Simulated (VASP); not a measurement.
GaF, 2 atoms in the cell. The structure is cubic, space group Pm-3m (No. 221). The conventional cell has a = 3.107 Å, b = 3.107 Å, c = 3.107 Å, α = 90.00°, β = 90.00°, γ = 90.00°. Ga (site symmetry m-3m) has 8 F at 2.69 Å and 6 Ga at 3.11 Å within 3.5 Å. F (site symmetry m-3m) has 8 Ga at 2.69 Å and 6 F at 3.11 Å within 3.5 Å. 

| Item | Value |
| --- | --- |
| Program | VASP 6.6.1 |
| Task | single point |
| Functional | PBEsol-based screened hybrid with 25 % exact exchange |
| Potentials or basis | VASP PAW PBE potentials, release 64 (Ga_d, F) |
| Cutoff | 520 eV |
| k mesh | 4 × 4 × 4 |
| Occupations | fermi-dirac, width 0.05 eV |
| Spin | no spin polarisation |
| Dipole correction | no |
| Grid for exact exchange (PRECFOCK) | Normal |
| Share of exact exchange | 0.25 |
| Further INCAR settings | ALGO = Normal; EDIFF = 1e-06; NBANDS = 17 |
| Screening parameter | 0.207 1/Å |

Potentials or basis: VASP PAW PBE potentials, release 64 (Ga_d, F).

Run with:

```sh
$ cat potpaw_PBE.64/Ga_d/POTCAR potpaw_PBE.64/F/POTCAR > POTCAR
$ cp INCAR.step1 INCAR
$ mpirun -np 1 vasp_std > vasp.out
$ cp INCAR.step2 INCAR
$ mpirun -np 1 vasp_std > vasp.out
```

Hardware: 1 thread of Intel(R) Xeon(R) Platinum 8259CL CPU @ 2.50GHz (Skylake/Cascade Lake), with other jobs on the host.

Question: Estimate the wall time of this run.

Answer: Wall time 6.7 min on 1 thread of Intel(R) Xeon(R) Platinum 8259CL CPU @ 2.50GHz (Skylake/Cascade Lake), on a shared host, peak memory 0.25 GiB. Counts: k points 10.
